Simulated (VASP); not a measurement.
# HfO2 (Fm-3m) in VASP: further runs

Aim: see how the results for HfO2 move with the level of theory and the settings. Levels: LDA, PBEsol. Tasks: single point.

All numbers are computed with VASP 6.6.1; they aren't measurements. Logs are shortened: lines on timing, memory, paths and dates and some standing lists are left out, and cuts for length are marked.

### Step 1. The cell of the first run

The structure is cubic, space group Fm-3m (No. 225). The conventional cell has a = 5.002 Å, b = 5.002 Å, c = 5.002 Å, α = 90.00°, β = 90.00°, γ = 90.00°. Within 2.9 Å of Hf (site symmetry m-3m) lie 8 O at 2.17 Å. Within 2.9 Å of O (site symmetry -43m) lie 4 Hf at 2.17 Å and 6 O at 2.50 Å.

### Step 2. Single point, LDA

INCAR

```
SYSTEM = HfO2
ALGO     = Normal         ! electronic algorithm
EDIFF    = 1E-6           ! SCF threshold, eV
ENCUT    = 600            ! plane-wave cutoff, eV
GGA_COMPAT= .FALSE.      
ISIF     = 2              ! what is computed and relaxed
ISMEAR   = -1             ! smearing method
LASPH    = .TRUE.         ! aspherical terms in the spheres
LCHARG   = .TRUE.         ! write CHGCAR
LELF     = .TRUE.         ! ELF
LREAL    = .FALSE.        ! projectors in reciprocal space
LVHAR    = .TRUE.       
LWAVE    = .FALSE.        ! write WAVECAR
NBANDS   = 18             ! bands
NELM     = 120            ! most SCF steps
PREC     = Accurate       ! precision mode
SIGMA    = 0.02           ! smearing width, eV
```

KPOINTS

```
k-points
0
G
  10 10 10
  0 0 0
```

POSCAR

```
HfO2
1.0
    0.0000000000      2.5008943982      2.5008943982
    2.5008943982      0.0000000000      2.5008943982
    2.5008943982      2.5008943982      0.0000000000
Hf O
1 2
Direct
    0.0000000000      0.0000000000      0.0000000000
    0.2500000000      0.2500000000      0.2500000000
    0.7500000000      0.7500000000      0.7500000000
```

Potentials or basis: VASP PAW LDA potentials, release 64 (Hf_pv, O).

Command:

```bash
$ cat potpaw_LDA.64/Hf_pv/POTCAR potpaw_LDA.64/O/POTCAR > POTCAR
$ mpirun -np 1 vasp_std > vasp.out
```

OUTCAR:

```text
SYSTEM = HfO2
   EDIFF = 1E-6
   ENCUT = 600
   ISIF = 2
   ISMEAR = -1
   LASPH = .TRUE.
   LREAL = .FALSE.
   NELM = 120
   PREC = Accurate

 ion  position               nearest neighbor table
   1  0.000  0.000  0.000-   3 2.17   3 2.17   3 2.17   2 2.17   3 2.17   2 2.17   2 2.17   2 2.17

   2  0.250  0.250  0.250-   1 2.17   1 2.17   1 2.17   1 2.17
   3  0.750  0.750  0.750-   1 2.17   1 2.17   1 2.17   1 2.17

  LATTYP: Found a face centered cubic cell.
 ALAT       =     5.0017887964

  Lattice vectors:

 A1 = (   0.0000000000,   2.5008943982,   2.5008943982)
 A2 = (   2.5008943982,   0.0000000000,   2.5008943982)
 A3 = (   2.5008943982,   2.5008943982,   0.0000000000)

Analysis of symmetry for initial positions (statically):
=====================================================================
 Subroutine PRICEL returns:
 Original cell was already a primitive cell.

 Routine SETGRP: Setting up the symmetry group for a
 face centered cubic supercell.

 Subroutine GETGRP returns: Found 48 space group operations
 (whereof 48 operations were pure point group operations)
 out of a pool of 48 trial point group operations.

The static configuration has the point symmetry O_h .

Analysis of symmetry for dynamics (positions and initial velocities):
=====================================================================
 Subroutine PRICEL returns:
 Original cell was already a primitive cell.

 Routine SETGRP: Setting up the symmetry group for a
 face centered cubic supercell.

 Subroutine GETGRP returns: Found 48 space group operations
 (whereof 48 operations were pure point group operations)
 out of a pool of 48 trial point group operations.

The dynamic configuration has the point symmetry O_h .

 Subroutine INISYM returns: Found 48 space group operations
 (whereof 48 operations are pure point group operations),
 and found     1 'primitive' translations

----------------------------------------------------------------------------------------

                                     Primitive cell

  volume of cell :      31.2836

  direct lattice vectors                    reciprocal lattice vectors
     0.000000000  2.500894398  2.500894398    -0.199928474  0.199928474  0.199928474
     2.500894398  0.000000000  2.500894398     0.199928474 -0.199928474  0.199928474
     2.500894398  2.500894398  0.000000000     0.199928474  0.199928474 -0.199928474

  length of vectors
     3.536798776  3.536798776  3.536798776     0.346286274  0.346286274  0.346286274

  position of ions in fractional coordinates (direct lattice)
     0.000000000  0.000000000  0.000000000
     0.250000000  0.250000000  0.250000000
     0.750000000  0.750000000  0.750000000

  ion indices of the primitive-cell ions
   primitive index   ion index
                 1           1
                 2           2
                 3           3

----------------------------------------------------------------------------------------

 KPOINTS: k-points

Automatic generation of k-mesh.
 Grid dimensions read from file:
 generate k-points for:   10   10   10

 Generating k-lattice:

  Cartesian coordinates                     Fractional coordinates (reciprocal lattice)
    -0.019992847  0.019992847  0.019992847     0.100000000  0.000000000  0.000000000
     0.019992847 -0.019992847  0.019992847     0.000000000  0.100000000  0.000000000
     0.019992847  0.019992847 -0.019992847     0.000000000  0.000000000  0.100000000

  Length of vectors
     0.034628627  0.034628627  0.034628627

  Shift w.r.t. Gamma in fractional coordinates (k-lattice)
     0.000000000  0.000000000  0.000000000

 Subroutine IBZKPT returns following result:
 ===========================================

 Found     47 irreducible k-points:

 Following reciprocal coordinates:
            Coordinates               Weight
  0.000000  0.000000  0.000000      1.000000
  0.100000  0.000000  0.000000      8.000000
  0.200000  0.000000  0.000000      8.000000
  0.300000  0.000000  0.000000      8.000000
  0.400000  0.000000  0.000000      8.000000
  0.500000  0.000000  0.000000      4.000000
[... 16 lines left out ...]
  0.300000  0.300000  0.000000      6.000000
  0.400000  0.300000  0.000000     24.000000
 [... further k-points ...]
   k-points           NKPTS =     47   k-points in BZ     NKDIM =     47   number of bands    NBANDS=     18
   number of dos      NEDOS =    301   number of ions     NIONS =      3
   total plane-waves  NPLWV =  21952
   dimension x,y,z NGX =    28 NGY =   28 NGZ =   28
   dimension x,y,z NGXF=    56 NGYF=   56 NGZF=   56
   ions per type =               1   2
   NGX,Y,Z   is equivalent  to a cutoff of  13.16, 13.16, 13.16 a.u.
   NGXF,Y,Z  is equivalent  to a cutoff of  26.32, 26.32, 26.32 a.u.
 SYSTEM =  HfO2
   PREC   = accura    normal or accurate (medium, high low for compatibility)
   ISTART =      0    job   : 0-new  1-cont  2-samecut
   ICHARG =      2    charge: 1-file 2-atom 10-const
   ISPIN  =      1    spin polarized calculation?
   LNONCOLLINEAR =      F non collinear calculations
   LSORBIT =      F    spin-orbit coupling
   LASPH  =      T    aspherical Exc in radial PAW
   ENCUT  =  600.0 eV  44.10 Ry    6.64 a.u.   7.06  7.06  7.06*2*pi/ulx,y,z
   NELM   =    120;   NELMIN=  2; NELMDL= -5     # of ELM steps
   EDIFF  = 0.1E-05   stopping-criterion for ELM
   LREAL  =      F    real-space projection
   EDIFFG = 0.1E-04   stopping-criterion for IOM
   NSW    =      0    number of steps for IOM
   IBRION =     -1    ionic relax: 0-MD 1-quasi-New 2-CG
   NFREE  =      0    steps in history (QN), initial steepest desc. (CG)
   ISIF   =      2    stress and relaxation
   ISYM   =      2    0-nonsym 1-usesym 2-fastsym
   POTIM  = 0.5000    time-step for ionic-motion
   TEBEG  =    0.0;   TEEND  =   0.0 temperature during run
   PSTRESS=    0.0 pullay stress
   NELECT =      22.0000    total number of electrons
   NUPDOWN=      -1.0000    fix difference up-down
   EMIN   =  10.00;   EMAX   =-10.00  energy-range for DOS
   EFERMI =   0.00;   METHOD = LEGACY
   ISMEAR =    -1;   SIGMA  =   0.02  broadening in eV -4-tet -1-fermi 0-gaus
   EFERMI_NEDOS =   21; number of points for ismear=-14 and -15
   IALGO  =     38    algorithm
   IMIX   =      4    mixing-type and parameters
     AMIX     =   0.40;   BMIX     =  1.00
     AMIX_MAG =   1.60;   BMIX_MAG =  1.00
  volume/ion in A,a.u.               =      10.43        70.37
  Fermi-wavevector in a.u.,A,eV,Ry     =   1.455829  2.751118 28.836706  2.119438
  Thomas-Fermi vector in A             =   2.572818
   LORBIT       =      0    0 simple, 1 ext, 2 COOP (PROOUT), +10 PAW based schemes
   GGA     = CA    functional components
   LHFCALC =     F    Hartree Fock is set to
   AEXX    =    0.0000 exact exchange contribution
   IVDW    =     0    specifies the selected vdW correction
   LEPSILON=     F    determine dielectric tensor
   LRPA    =     F    only Hartree local field effects (RPA)
 non-spin polarized calculation
  energy-cutoff  :      600.00
  volume of cell :       31.28
 maximum number of plane-waves:      1056
   NGX = 15   NGY = 15   NGZ = 15

 number of electron      22.0000000 magnetization

 Free energy of the ion-electron system (eV)
  ---------------------------------------------------
  ext. energy  EPLUGINS =         0.00000000
  ---------------------------------------------------
  free energy    TOTEN  =       -33.07380853 eV

  energy without entropy =      -33.07380853  energy(sigma->0) =      -33.07380853

 E-fermi :   4.9032     XC(G=0): -12.5261

 val. band max:        4.4135192890   @ k =   0.5000   0.5000   0.0000
 cond. band min:       8.1158287282   @ k =   0.5000   0.5000   0.0000
 fundamental gap:      3.7023094392
 Fermi energy:         4.9031855337

 k-point     1 :       0.0000    0.0000    0.0000
  band No.  band energies     occupation
      1     -24.8994      2.00000
      2     -24.8994      2.00000
      3     -24.8994      2.00000
      4     -14.3195      2.00000
      5     -10.9473      2.00000
      6      -1.2501      2.00000
[... 10 lines left out ...]
     17      15.2996      0.00000
     18      17.2676      0.00000

 k-point     2 :       0.1000    0.0000    0.0000
  band No.  band energies     occupation
      1     -24.9555      2.00000
      2     -24.9054      2.00000
      3     -24.9054      2.00000
      4     -14.1638      2.00000
      5     -11.0794      2.00000
      6      -1.1457      2.00000
[... 10 lines left out ...]
     17      15.0987      0.00000
     18      17.2522      0.00000

 k-point     3 :       0.2000    0.0000    0.0000
  band No.  band energies     occupation
      1     -25.0972      2.00000
      2     -24.9210      2.00000
      3     -24.9210      2.00000
      4     -13.7625      2.00000
      5     -11.3798      2.00000
      6      -0.8695      2.00000
[... 10 lines left out ...]
     17      14.6779      0.00000
     18      17.2366      0.00000

 k-point     4 :       0.3000    0.0000    0.0000
  band No.  band energies     occupation
      1     -25.2634      2.00000
      2     -24.9402      2.00000
      3     -24.9402      2.00000
      4     -13.3069      2.00000
      5     -11.6401      2.00000
      6      -0.5286      2.00000
[... 375 lines left out ...]
      4     -13.0687      2.00000
      5     -11.7893      2.00000
      6      -0.7961      2.00000
[... 10 lines left out ...]
     17      14.8573      0.00000
     18      17.2245      0.00000

 k-point    23 :       0.3000    0.3000    0.0000
  band No.  band energies     occupation
      1     -25.2869      2.00000
      2     -25.0008      2.00000
      3     -25.0008      2.00000
      4     -12.7854      2.00000
      5     -11.9839      2.00000
      6      -0.7060      2.00000
[... 10 lines left out ...]
     17      13.5567      0.00000
     18      17.2412      0.00000

 k-point    24 :       0.4000    0.3000    0.0000
  band No.  band energies     occupation
      1     -25.3572      2.00000
      2     -25.0394      2.00000
      3     -25.0185      2.00000
      4     -12.4201      2.00000
      5     -12.1441      2.00000
      6      -1.3268      2.00000
[... 10 lines left out ...]
     17      14.9013      0.00000
     18      17.2434      0.00000

 [... further k-points ...]

------------------------ aborting loop because EDIFF is reached ----------------------------------------

  FORCE on cell =-STRESS in cart. coord.  units (eV):
  Direction    XX          YY          ZZ          XY          YZ          ZX
  --------------------------------------------------------------------------------------
  -------------------------------------------------------------------------------------
  Total       -0.7113098     -0.7113098     -0.7113098      0.0000000      0.0000000     -0.0000000
  in kB      -36.4295088    -36.4295088    -36.4295088      0.0000000      0.0000000     -0.0000000
  external PRESSURE =     -36.4295088 kB  Pullay stress =       0.0000000 kB

 VOLUME and BASIS-vectors are now :
 -----------------------------------------------------------------------------
  energy-cutoff  :      600.00
  volume of cell :       31.28
      direct lattice vectors                 reciprocal lattice vectors
     0.000000000  2.500894398  2.500894398    -0.199928474  0.199928474  0.199928474
     2.500894398  0.000000000  2.500894398     0.199928474 -0.199928474  0.199928474
     2.500894398  2.500894398  0.000000000     0.199928474  0.199928474 -0.199928474

 POSITION                                       TOTAL-FORCE (eV/Angst)
 -----------------------------------------------------------------------------------
      0.00000      0.00000      0.00000         0.000000     -0.000000     -0.000000
      1.25045      1.25045      1.25045        -0.000000      0.000000     -0.000000
      3.75134      3.75134      3.75134         0.000000      0.000000      0.000000
 -----------------------------------------------------------------------------------
    total drift:                                0.000000      0.000000      0.000000

  FREE ENERGIE OF THE ION-ELECTRON SYSTEM (eV)
  ---------------------------------------------------
  free  energy   TOTEN  =       -33.0738085252 eV

  energy  without entropy=      -33.0738085252  energy(sigma->0) =      -33.07380853
```

Wall time 50 s (1 thread of Intel Xeon 8259CL, shared host); peak memory 0.16 GiB.

Results:

```yaml
Free_energy: -33.0738 eV
Pressure: -3.6 GPa
Band_gap_on_the_k_mesh: 3.70 eV
```

Caveat: the cell stands under tension; spin-orbit coupling is left out, which moves the levels of the heavy elements. A k mesh can miss the band edges.

### Step 3. Single point, PBEsol

This run uses another cell than the first one, of 10.70 Å³/atom.

INCAR

```
SYSTEM = HfO2
PREC = Accurate ; ENCUT = 600
EDIFF = 1E-6 ; ISMEAR = -1
SIGMA = 0.02 ; LREAL = .FALSE.
LASPH = .TRUE. ; NELM = 120
ALGO = Normal ; ISIF = 2
LWAVE = .FALSE. ; LCHARG = .FALSE.
GGA = PS ; NBANDS = 18
GGA_COMPAT = .FALSE.
```

KPOINTS

```
Automatic mesh
0
G
  10 10 10
  0 0 0
```

POSCAR

```
HfO2
1.0
    0.0000000000      2.5222618861      2.5222618861
    2.5222618861      0.0000000000      2.5222618861
    2.5222618861      2.5222618861      0.0000000000
Hf O
1 2
Direct
    0.0000000000      0.0000000000      0.0000000000
    0.2500000000      0.2500000000      0.2500000000
    0.7500000000      0.7500000000      0.7500000000
```

Potentials or basis: VASP PAW PBE potentials, release 64 (Hf_pv, O).

Command:

```bash
$ cat potpaw_PBE.64/Hf_pv/POTCAR potpaw_PBE.64/O/POTCAR > POTCAR
$ mpirun -np 1 vasp_std > vasp.out
```

OUTCAR:

```text
SYSTEM = HfO2
   PREC = Accurate
   ENCUT = 600
   EDIFF = 1E-6
   ISMEAR = -1
   LREAL = .FALSE.
   LASPH = .TRUE.
   NELM = 120
   ISIF = 2
   GGA = PS

 ion  position               nearest neighbor table
   1  0.000  0.000  0.000-   3 2.18   3 2.18   3 2.18   2 2.18   3 2.18   2 2.18   2 2.18   2 2.18

   2  0.250  0.250  0.250-   1 2.18   1 2.18   1 2.18   1 2.18
   3  0.750  0.750  0.750-   1 2.18   1 2.18   1 2.18   1 2.18

  LATTYP: Found a face centered cubic cell.
 ALAT       =     5.0445237722

  Lattice vectors:

 A1 = (   0.0000000000,   2.5222618861,   2.5222618861)
[... 675 lines left out ...]
      6      -1.3418      2.00000
[... 10 lines left out ...]
     17      14.5368      0.00000
     18      17.7956      0.00000

 [... further k-points ...]
[... 5 lines left out ...]
  --------------------------------------------------------------------------------------
  -------------------------------------------------------------------------------------
  Total       -0.8090971     -0.8090971     -0.8090971      0.0000000      0.0000000     -0.0000000
  in kB      -40.3934284    -40.3934284    -40.3934284      0.0000000      0.0000000     -0.0000000
  external PRESSURE =     -40.3934284 kB  Pullay stress =       0.0000000 kB

 VOLUME and BASIS-vectors are now :
 -----------------------------------------------------------------------------
  energy-cutoff  :      600.00
  volume of cell :       32.09
      direct lattice vectors                 reciprocal lattice vectors
     0.000000000  2.522261886  2.522261886    -0.198234768  0.198234768  0.198234768
     2.522261886  0.000000000  2.522261886     0.198234768 -0.198234768  0.198234768
     2.522261886  2.522261886  0.000000000     0.198234768  0.198234768 -0.198234768

 POSITION                                       TOTAL-FORCE (eV/Angst)
 -----------------------------------------------------------------------------------
      0.00000      0.00000      0.00000        -0.000000      0.000000     -0.000000
      1.26113      1.26113      1.26113        -0.000000     -0.000000      0.000000
      3.78339      3.78339      3.78339         0.000000      0.000000     -0.000000
 -----------------------------------------------------------------------------------
    total drift:                                0.000000      0.000000      0.000000

  FREE ENERGIE OF THE ION-ELECTRON SYSTEM (eV)
  ---------------------------------------------------
  free  energy   TOTEN  =       -31.6369233118 eV

  energy  without entropy=      -31.6369233118  energy(sigma->0) =      -31.63692331
```

OSZICAR:

```text
N       E                     dE             d eps       ncg     rms          rms(c)
DAV:   1     0.996935494462E+02    0.99694E+02   -0.13611E+04  1692   0.135E+03
DAV:   2    -0.322770932017E+02   -0.13197E+03   -0.12722E+03  2122   0.305E+02
DAV:   3    -0.368413850752E+02   -0.45643E+01   -0.45476E+01  2050   0.493E+01
DAV:   4    -0.368672502749E+02   -0.25865E-01   -0.25857E-01  2026   0.409E+00
DAV:   5    -0.368674086929E+02   -0.15842E-03   -0.15842E-03  1952   0.306E-01    0.507E+01
DAV:   6    -0.318098906875E+02    0.50575E+01   -0.17943E+01  1740   0.305E+01    0.430E+01
DAV:   7    -0.316856923878E+02    0.12420E+00   -0.63476E-01  1932   0.668E+00    0.289E+01
DAV:   8    -0.316555746384E+02    0.30118E-01   -0.24893E-01  1860   0.453E+00    0.834E+00
DAV:   9    -0.316370819676E+02    0.18493E-01   -0.56949E-02  1802   0.200E+00    0.279E+00
DAV:  10    -0.316369067672E+02    0.17520E-03   -0.28673E-03  1908   0.407E-01    0.194E-01
DAV:  11    -0.316369202913E+02   -0.13524E-04   -0.13568E-04  1870   0.102E-01    0.162E-01
DAV:  12    -0.316369229268E+02   -0.26355E-05   -0.14944E-05  1912   0.277E-02    0.700E-03
DAV:  13    -0.316369233118E+02   -0.38501E-06   -0.57839E-07  1572   0.608E-03
   1 F= -.31636923E+02 E0= -.31636923E+02  d E =-.174633E-12
```

Wall time 69 s (1 thread of Intel Xeon 8259CL, shared host); peak memory 0.17 GiB.

What came out:

* Free energy: -31.6369 eV
* Pressure: -4.0 GPa
* Band gap on the k mesh: 3.71 eV

Levels at points of the mesh, in eV from the valence-band top:
```
           k point  band 8  band 9  band 10  band 11  band 12  band 13  band 14  band 15
(0.00, 0.00, 0.00)   -5.50   -0.62    -0.62    -0.62     3.82     3.82     5.77    10.61
(0.50, 0.00, 0.00)   -3.11   -2.81    -1.87    -1.87     4.58     4.58     7.10     8.89
(0.50, 0.50, 0.00)   -3.54   -1.57    -1.57     0.00     3.71     5.51     6.73     8.27
```

Caveat: the cell stands under tension; the PAW data sets were made with another functional, which shifts forces and pressure a little; spin-orbit coupling is left out, which moves the levels of the heavy elements. A k mesh can miss the band edges.
